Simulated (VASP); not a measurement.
# Ru (P6_3/mmc) in VASP: a series of runs

Runs on Ru. Level: LDA. Tasks: single point.

Program: VASP 6.6.1. These are calculated values, not measurements. Logs are shortened: lines on timing, memory, paths and dates and some standing lists are left out, and cuts for length are marked.

### 1 The cell of the first run

It takes space group P6_3/mmc (No. 194, hexagonal). The conventional cell has a = 2.558 Å, b = 2.558 Å, c = 4.063 Å, α = 90.00°, β = 90.00°, γ = 120.00°. Within 3.3 Å of Ru (site symmetry -6m2) lie 12 Ru at 2.51 to 2.56 Å.

### 2 Single point, LDA (volume scaled by 0.88)

The input, INCAR:

```
SYSTEM = Ru
PREC = Accurate
ENCUT = 520
EDIFF = 1E-6
ISMEAR = -1
SIGMA = 0.05
LREAL = .False.
LASPH = .True.
NELM = 60
ALGO = Normal
ISIF = 2
LWAVE = .False.
LCHARG = .False.
NBANDS = 21
```

The input, KPOINTS:

```
Automatic mesh
0
Gamma
  18 18 10
  0 0 0
```

The input, POSCAR:

```
Ru
1.0
    2.5582542663      0.0000000000      0.0000000000
   -1.2791271331      2.2155131839      0.0000000000
    0.0000000000      0.0000000000      4.0633362500
Ru
2
Direct
    0.3333333333      0.6666666667      0.2500000000
    0.6666666667      0.3333333333      0.7500000000
```

Potentials or basis: VASP PAW LDA potentials, release 64 (Ru_pv).

On the command line:

```
$ cat potpaw_LDA.64/Ru_pv/POTCAR > POTCAR
$ mpirun -np 1 vasp_std > vasp.out
```

OUTCAR:

```text
SYSTEM = Ru
   PREC = Accurate
   ENCUT = 520
   EDIFF = 1E-6
   ISMEAR = -1
   LREAL = .False.
   LASPH = .True.
   NELM = 60
   ISIF = 2

 ion  position               nearest neighbor table
   1  0.333  0.667  0.250-   2 2.51   2 2.51   2 2.51   2 2.51   2 2.51   2 2.51
   2  0.667  0.333  0.750-   1 2.51   1 2.51   1 2.51   1 2.51   1 2.51   1 2.51

  LATTYP: Found a hexagonal cell.
 ALAT       =     2.5582542663
 C/A-ratio  =     1.5883238439

  Lattice vectors:

 A1 = (   2.5582542663,   0.0000000000,   0.0000000000)
 A2 = (  -1.2791271331,   2.2155131839,   0.0000000000)
 A3 = (   0.0000000000,   0.0000000000,   4.0633362500)

Analysis of symmetry for initial positions (statically):
=====================================================================
 Subroutine PRICEL returns:
 Original cell was already a primitive cell.

 Routine SETGRP: Setting up the symmetry group for a
 hexagonal supercell.

 Subroutine GETGRP returns: Found 24 space group operations
 (whereof 12 operations were pure point group operations)
 out of a pool of 24 trial point group operations.

The static configuration has the point symmetry D_3d.
 The point group associated with its full space group is D_6h.

Analysis of symmetry for dynamics (positions and initial velocities):
=====================================================================
 Subroutine PRICEL returns:
 Original cell was already a primitive cell.

 Routine SETGRP: Setting up the symmetry group for a
 hexagonal supercell.

 Subroutine GETGRP returns: Found 24 space group operations
 (whereof 12 operations were pure point group operations)
 out of a pool of 24 trial point group operations.

The dynamic configuration has the point symmetry D_3d.
 The point group associated with its full space group is D_6h.

 Subroutine INISYM returns: Found 24 space group operations
 (whereof 12 operations are pure point group operations),
 and found     1 'primitive' translations

----------------------------------------------------------------------------------------

                                     Primitive cell

  volume of cell :      23.0304

  direct lattice vectors                    reciprocal lattice vectors
     2.558254266  0.000000000  0.000000000     0.390891560  0.225681347  0.000000000
    -1.279127133  2.215513184  0.000000000     0.000000000  0.451362694  0.000000000
     0.000000000  0.000000000  4.063336250     0.000000000  0.000000000  0.246103187

  length of vectors
     2.558254266  2.558254266  4.063336250     0.451362694  0.451362694  0.246103187

  position of ions in fractional coordinates (direct lattice)
     0.333333333  0.666666667  0.250000000
     0.666666667  0.333333333  0.750000000

  ion indices of the primitive-cell ions
   primitive index   ion index
                 1           1
                 2           2

----------------------------------------------------------------------------------------

 KPOINTS: Automatic mesh

Automatic generation of k-mesh.
 Grid dimensions read from file:
 generate k-points for:   18   18   10

 Generating k-lattice:

  Cartesian coordinates                     Fractional coordinates (reciprocal lattice)
     0.021716198  0.012537853  0.000000000     0.055555556  0.000000000  0.000000000
     0.000000000  0.025075705  0.000000000     0.000000000  0.055555556  0.000000000
     0.000000000  0.000000000  0.024610319     0.000000000  0.000000000  0.100000000

  Length of vectors
     0.025075705  0.025075705  0.024610319

  Shift w.r.t. Gamma in fractional coordinates (k-lattice)
     0.000000000  0.000000000  0.000000000

 Subroutine IBZKPT returns following result:
 ===========================================

 Found    222 irreducible k-points:

 Following reciprocal coordinates:
            Coordinates               Weight
  0.000000  0.000000  0.000000      1.000000
  0.055556 -0.000000  0.000000      6.000000
  0.111111 -0.000000  0.000000      6.000000
  0.166667 -0.000000  0.000000      6.000000
  0.222222 -0.000000  0.000000      6.000000
  0.277778  0.000000  0.000000      6.000000
[... 16 lines left out ...]
  0.333333  0.111111  0.000000     12.000000
  0.388889  0.111111  0.000000     12.000000
 [... further k-points ...]
   k-points           NKPTS =    222   k-points in BZ     NKDIM =    222   number of bands    NBANDS=     21
   number of dos      NEDOS =    301   number of ions     NIONS =      2
   total plane-waves  NPLWV =  12000
   dimension x,y,z NGX =    20 NGY =   20 NGZ =   30
   dimension x,y,z NGXF=    40 NGYF=   40 NGZF=   60
   ions per type =               2
   NGX,Y,Z   is equivalent  to a cutoff of  13.00, 13.00, 12.27 a.u.
   NGXF,Y,Z  is equivalent  to a cutoff of  25.99, 25.99, 24.55 a.u.
 SYSTEM =  Ru
   PREC   = accura    normal or accurate (medium, high low for compatibility)
   ISTART =      0    job   : 0-new  1-cont  2-samecut
   ICHARG =      2    charge: 1-file 2-atom 10-const
[... 78 lines left out ...]
      4     -26.4123      2.00000
      5     -26.3750      2.00000
      6     -26.3149      2.00000
[... 13 lines left out ...]
     20      25.8321      0.00000
     21      28.3794      0.00000

 k-point     3 :       0.1111   -0.0000    0.0000
  band No.  band energies     occupation
      1     -28.1908      2.00000
      2     -26.8071      2.00000
      3     -26.7005      2.00000
      4     -26.5330      2.00000
      5     -26.3906      2.00000
      6     -26.3392      2.00000
[... 13 lines left out ...]
     20      25.8321      0.00000
     21      28.3204      0.00000

 k-point     4 :       0.1667   -0.0000    0.0000
  band No.  band energies     occupation
      1     -28.1058      2.00000
      2     -26.9866      2.00000
      3     -26.7574      2.00000
      4     -26.7132      2.00000
      5     -26.4159      2.00000
      6     -26.3801      2.00000
[... 13 lines left out ...]
     20      25.8320      0.00000
     21      28.1767      0.00000

 k-point     5 :       0.2222   -0.0000    0.0000
  band No.  band energies     occupation
      1     -27.9941      2.00000
      2     -27.2057      2.00000
      3     -26.9274      2.00000
      4     -26.8247      2.00000
      5     -26.4486      2.00000
      6     -26.4374      2.00000
[... 13 lines left out ...]
     20      25.8319      0.00000
     21      27.9530      0.00000

 k-point     6 :       0.2778    0.0000    0.0000
  band No.  band energies     occupation
      1     -27.8628      2.00000
      2     -27.4372      2.00000
      3     -27.1475      2.00000
      4     -26.8940      2.00000
      5     -26.5105      2.00000
      6     -26.4849      2.00000
[... 13 lines left out ...]
     20      25.8318      0.00000
     21      27.6933      0.00000

 k-point     7 :       0.3333    0.0000    0.0000
  band No.  band energies     occupation
      1     -27.7218      2.00000
      2     -27.6527      2.00000
      3     -27.3480      2.00000
      4     -26.9573      2.00000
      5     -26.5965      2.00000
      6     -26.5201      2.00000
[... 13 lines left out ...]
     20      27.1464      0.00000
     21      27.3821      0.00000
[... 291 lines left out ...]
      1     -27.9479      2.00000
      2     -27.2182      2.00000
      3     -27.0996      2.00000
      4     -26.7833      2.00000
      5     -26.5142      2.00000
      6     -26.4622      2.00000
[... 13 lines left out ...]
     20      25.8319      0.00000
     21      27.9191      0.00000

 k-point    21 :       0.2222    0.1111    0.0000
  band No.  band energies     occupation
      1     -27.8197      2.00000
      2     -27.4276      2.00000
      3     -27.2577      2.00000
      4     -26.8886      2.00000
      5     -26.5654      2.00000
      6     -26.5356      2.00000
[... 13 lines left out ...]
     20      26.2445      0.00000
     21      27.7575      0.00000

 k-point    22 :       0.2778    0.1111    0.0000
  band No.  band energies     occupation
      1     -27.6813      2.00000
      2     -27.6287      2.00000
      3     -27.3958      2.00000
      4     -26.9887      2.00000
      5     -26.6222      2.00000
      6     -26.6115      2.00000
[... 13 lines left out ...]
     20      27.6131      0.00000
     21      27.7374      0.00000

 k-point    23 :       0.3333    0.1111    0.0000
  band No.  band energies     occupation
      1     -27.7917      2.00000
      2     -27.5459      2.00000
      3     -27.5063      2.00000
      4     -27.0692      2.00000
      5     -26.7152      2.00000
      6     -26.6484      2.00000
[... 13 lines left out ...]
     20      26.6824      0.00000
     21      28.4644      0.00000

 k-point    24 :       0.3889    0.1111    0.0000
  band No.  band energies     occupation
      1     -27.8971      2.00000
      2     -27.5781      2.00000
      3     -27.4357      2.00000
      4     -27.1209      2.00000
      5     -26.7976      2.00000
      6     -26.6725      2.00000
[... 13 lines left out ...]
     20      25.8321      0.00000
     21      28.7328      0.00000

 [... further k-points ...]

------------------------ aborting loop because EDIFF is reached ----------------------------------------

  FORCE on cell =-STRESS in cart. coord.  units (eV):
  Direction    XX          YY          ZZ          XY          YZ          ZX
  --------------------------------------------------------------------------------------
  -------------------------------------------------------------------------------------
  Total        9.3768242      9.3768242      9.4015255      0.0000000      0.0000000      0.0000000
  in kB      652.3272879    652.3272879    654.0457146      0.0000000      0.0000000      0.0000000
  external PRESSURE =     652.9000968 kB  Pullay stress =       0.0000000 kB

 VOLUME and BASIS-vectors are now :
 -----------------------------------------------------------------------------
  energy-cutoff  :      520.00
  volume of cell :       23.03
      direct lattice vectors                 reciprocal lattice vectors
     2.558254266  0.000000000  0.000000000     0.390891560  0.225681347  0.000000000
    -1.279127133  2.215513184  0.000000000     0.000000000  0.451362694  0.000000000
     0.000000000  0.000000000  4.063336250     0.000000000  0.000000000  0.246103187

 POSITION                                       TOTAL-FORCE (eV/Angst)
 -----------------------------------------------------------------------------------
     -0.00000      1.47701      1.01583         0.000000     -0.000000      0.000000
      1.27913      0.73850      3.04750        -0.000000      0.000000      0.000000
 -----------------------------------------------------------------------------------
    total drift:                               -0.000000      0.000000     -0.000000

  FREE ENERGIE OF THE ION-ELECTRON SYSTEM (eV)
  ---------------------------------------------------
  free  energy   TOTEN  =       -20.8160781791 eV

  energy  without entropy=      -20.8049548468  energy(sigma->0) =      -20.81051651
```

Wall time 28 s (1 thread of Intel Xeon 6975P-C (Granite Rapids), shared host); peak memory 0.19 GiB.

What came out:

| Property | Result |
| --- | --- |
| Free energy | -20.8161 eV |
| Pressure | 65.3 GPa |
| Band gap on the k mesh | zero (band 14 reaches 17.91 eV, above the bottom of band 15 at 13.85 eV) |

Stress tensor (GPa, compression positive):
```
65.23  0.00  0.00
 0.00 65.23  0.00
 0.00  0.00 65.40
```

Caveat: the cell differs from its parent crystal (volume scaled by 0.88).

### 3 Single point, LDA

This run uses another cell than the first one, of 12.30 Å³/atom, 1.068 times its volume.

The input, INCAR:

```
SYSTEM = Ru
  PREC = Accurate
  ENCUT = 520
  EDIFF = 1E-7
  ISMEAR = -1
  SIGMA = 0.05
  LREAL = .False.
  LASPH = .True.
  NELM = 60
  ALGO = Normal
  ISIF = 2
  LWAVE = .False.
  LCHARG = .True.
  LELF = .True.
  LVHAR = .True.
  NBANDS = 21
```

KPOINTS is that of step 2.

The input, POSCAR:

```
Ru
1.0
    2.6171674531      0.0000000000      0.0000000000
   -1.3085837266      2.2665335003      0.0000000000
    0.0000000000      0.0000000000      4.1471747587
Ru
2
Direct
    0.3333333333      0.6666666667      0.2500000000
    0.6666666667      0.3333333333      0.7500000000
```

Potentials or basis: VASP PAW LDA potentials, release 64 (Ru_pv).

On the command line:

```
$ cat potpaw_LDA.64/Ru_pv/POTCAR > POTCAR
$ mpirun -np 1 vasp_std > vasp.out
```

Run time: 33 s. Hardware: 1 thread of Intel Xeon 6975P-C (Granite Rapids), shared host; peak memory 0.19 GiB.

The run converged. Its results:

- Free energy: -21.2622 eV
- Pressure: 27.6 GPa
- Band gap on the k mesh: zero (band 14 reaches 16.34 eV, above the bottom of band 15 at 12.68 eV)

Stress tensor (GPa, compression positive):
```
27.59  0.00  0.00
 0.00 27.59  0.00
 0.00  0.00 27.72
```

Levels at points of the mesh, in eV from the Fermi level:
```csv
k point,band 11,band 12,band 13,band 14,band 15,band 16,band 17,band 18
"(0.00, 0.00, 0.00)",-2.83,-2.23,-2.23,-1.60,-1.60,1.39,1.39,1.43
"(0.50, 0.00, 0.00)",-2.36,-1.94,-1.74,1.72,2.21,2.29,4.68,6.90
"(0.00, 0.00, 0.50)",-3.21,-3.21,-3.04,-3.04,0.66,0.66,0.66,0.66
"(0.50, 0.00, 0.50)",-1.23,-1.23,0.54,0.54,2.02,2.02,3.83,3.83
```

### 4 Single point, LDA

The input, INCAR:

```
SYSTEM = Ru
PREC = Accurate
ENCUT = 520
EDIFF = 1E-7
ISMEAR = -1
SIGMA = 0.05
LREAL = .False.
LASPH = .True.
NELM = 100
ALGO = Normal
ISIF = 2
LWAVE = .False.
LCHARG = .True.
GGA = CA
LELF = .True.
LVHAR = .True.
NBANDS = 21
```

KPOINTS is that of step 3.

POSCAR: that of step 3 with these lines changed.

```diff
@@ -2,3 +2,3 @@
 1.0
-    2.6171674531      0.0000000000      0.0000000000
+    2.6171674530      0.0000000000      0.0000000000
    -1.3085837266      2.2665335003      0.0000000000
```

On the command line:

```
$ cat potpaw_LDA.64/Ru_pv/POTCAR > POTCAR
$ mpirun -np 1 vasp_std > vasp.out
```

It took 34 s on 1 thread of Intel Xeon 6975P-C (Granite Rapids), shared host; peak memory 0.2 GiB.

The run converged. Its results:

| Property | Result |
| --- | --- |
| Free energy | -21.2622 eV |
| Pressure | 27.6 GPa |
| Band gap on the k mesh | zero (band 14 reaches 16.34 eV, above the bottom of band 15 at 12.68 eV) |

Stress tensor (GPa, compression positive):
```
27.59  0.00  0.00
 0.00 27.59  0.00
 0.00  0.00 27.72
```

Levels at points of the mesh, in eV from the Fermi level:
```csv
k point,band 11,band 12,band 13,band 14,band 15,band 16,band 17,band 18
"(0.00, 0.00, 0.00)",-2.83,-2.23,-2.23,-1.60,-1.60,1.39,1.39,1.43
"(0.50, 0.00, 0.00)",-2.36,-1.94,-1.74,1.72,2.21,2.29,4.68,6.90
"(0.00, 0.00, 0.50)",-3.21,-3.21,-3.04,-3.04,0.66,0.66,0.66,0.66
"(0.50, 0.00, 0.50)",-1.23,-1.23,0.54,0.54,2.02,2.02,3.83,3.83
```

### 5 Single point, LDA (volume scaled by 0.94)

The input, INCAR:

```
SYSTEM = Ru
PREC     = Accurate       ! precision mode
ENCUT    = 520            ! plane-wave cutoff, eV
EDIFF    = 1E-6           ! SCF threshold, eV
ISMEAR   = -1             ! smearing method
SIGMA    = 0.05           ! smearing width, eV
LREAL    = .FALSE.        ! projectors in reciprocal space
LASPH    = .TRUE.         ! aspherical terms in the spheres
NELM     = 80             ! most SCF steps
ALGO     = Normal         ! electronic algorithm
ISIF     = 2              ! what is computed and relaxed
LWAVE    = .FALSE.        ! write WAVECAR
LCHARG   = .FALSE.        ! write CHGCAR
NBANDS   = 21             ! bands
```

The input, KPOINTS:

```
Automatic mesh
0
G
  18 18 10
  0 0 0
```

POSCAR is that of step 4.

On the command line:

```
$ cat potpaw_LDA.64/Ru_pv/POTCAR > POTCAR
$ mpirun -np 1 vasp_std > vasp.out
```

Wall time 32 s (1 thread of Intel Xeon 6975P-C (Granite Rapids), shared host); peak memory 0.19 GiB.

The run converged. Its results:

| Property | Result |
| --- | --- |
| Free energy | -21.2622 eV |
| Pressure | 27.6 GPa |
| Band gap on the k mesh | zero (band 14 reaches 16.34 eV, above the bottom of band 15 at 12.68 eV) |

Stress tensor (GPa, compression positive):
```
27.57  0.00  0.00
 0.00 27.57  0.00
 0.00  0.00 27.69
```

Levels at points of the mesh, in eV from the Fermi level:
```
           k point  band 10  band 11  band 12  band 13  band 14  band 15  band 16  band 17  band 18  band 19
(0.00, 0.00, 0.00)    -3.03    -2.83    -2.23    -2.23    -1.60    -1.60     1.39     1.39     1.43     9.89
(0.50, 0.00, 0.00)    -3.50    -2.36    -1.94    -1.74     1.72     2.21     2.29     4.68     6.90     9.90
(0.00, 0.00, 0.50)    -3.21    -3.21    -3.21    -3.04    -3.04     0.66     0.66     0.66     0.66     9.90
(0.50, 0.00, 0.50)    -5.26    -1.23    -1.23     0.54     0.54     2.02     2.02     3.83     3.83     9.90
```

Caveat: the cell differs from its parent crystal (volume scaled by 0.94).

### 6 Single point, LDA

This run uses another cell than the first one, of 13.09 Å³/atom, 1.136 times its volume.

The input, INCAR:

```
SYSTEM = Ru
PREC     = Accurate       ! precision mode
ENCUT    = 520            ! plane-wave cutoff, eV
EDIFF    = 1E-7           ! SCF threshold, eV
ISMEAR   = -1             ! smearing method
SIGMA    = 0.05           ! smearing width, eV
LREAL    = .False.        ! projectors in reciprocal space
LASPH    = .True.         ! aspherical terms in the spheres
NELM     = 60             ! most SCF steps
ALGO     = Normal         ! electronic algorithm
ISIF     = 2              ! what is computed and relaxed
LWAVE    = .False.        ! write WAVECAR
LCHARG   = .False.        ! write CHGCAR
NBANDS   = 21             ! bands
```

The input, KPOINTS:

```
regular mesh
0
Gamma
  18 18 10
  0 0 0
```

The input, POSCAR:

```
Ru
1.0
    2.6740248589      0.0000000000      0.0000000000
   -1.3370124294      2.3157734582      0.0000000000
    0.0000000000      0.0000000000      4.2262640145
Ru
2
Direct
    0.3333333333      0.6666666667      0.2500000000
    0.6666666667      0.3333333333      0.7500000000
```

Potentials or basis: VASP PAW LDA potentials, release 64 (Ru_pv).

On the command line:

```
$ cat potpaw_LDA.64/Ru_pv/POTCAR > POTCAR
$ mpirun -np 1 vasp_std > vasp.out
```

Run time: 32 s. Hardware: 1 thread of Intel Xeon 6975P-C (Granite Rapids), shared host; peak memory 0.2 GiB.

Results (log left out):

- Free energy: -21.3963 eV
- Pressure: 1.0 GPa
- Band gap on the k mesh: zero (band 14 reaches 14.96 eV, above the bottom of band 15 at 11.64 eV)

Stress tensor (GPa, compression positive):
```
0.97 0.00 0.00
0.00 0.97 0.00
0.00 0.00 1.06
```

Levels at points of the mesh, in eV from the Fermi level:
| k point | band 11 | band 12 | band 13 | band 14 | band 15 | band 16 | band 17 | band 18 |
| --- | --- | --- | --- | --- | --- | --- | --- | --- |
| (0.00, 0.00, 0.00) | -2.56 | -2.03 | -2.03 | -1.48 | -1.48 | 1.27 | 1.27 | 1.36 |
| (0.50, 0.00, 0.00) | -2.17 | -1.86 | -1.59 | 1.53 | 1.98 | 2.07 | 4.29 | 6.39 |
| (0.00, 0.00, 0.50) | -2.94 | -2.94 | -2.83 | -2.83 | 0.60 | 0.60 | 0.60 | 0.60 |
| (0.50, 0.00, 0.50) | -1.12 | -1.12 | 0.48 | 0.48 | 1.81 | 1.81 | 3.55 | 3.55 |

### 7 Overview

```csv
cell,gap on the mesh (eV),pressure (GPa)
"a = 2.558, b = 2.558, c = 4.063 Å, angles 90.0, 90.0, 120.0°, 2 atoms",none,65.3
"a = 2.617, b = 2.617, c = 4.147 Å, angles 90.0, 90.0, 120.0°, 2 atoms",none,27.6
"a = 2.674, b = 2.674, c = 4.226 Å, angles 90.0, 90.0, 120.0°, 2 atoms",none,1.0
```

Alike in all rows: task single point; level LDA; potentials or basis VASP PAW LDA potentials, release 64 (Ru_pv); no spin polarisation; k mesh 18 × 18 × 10; cutoff (eV) 520; smearing fermi-dirac 0.05 eV.

Absolute energies hang on the potentials; compare differences alone.
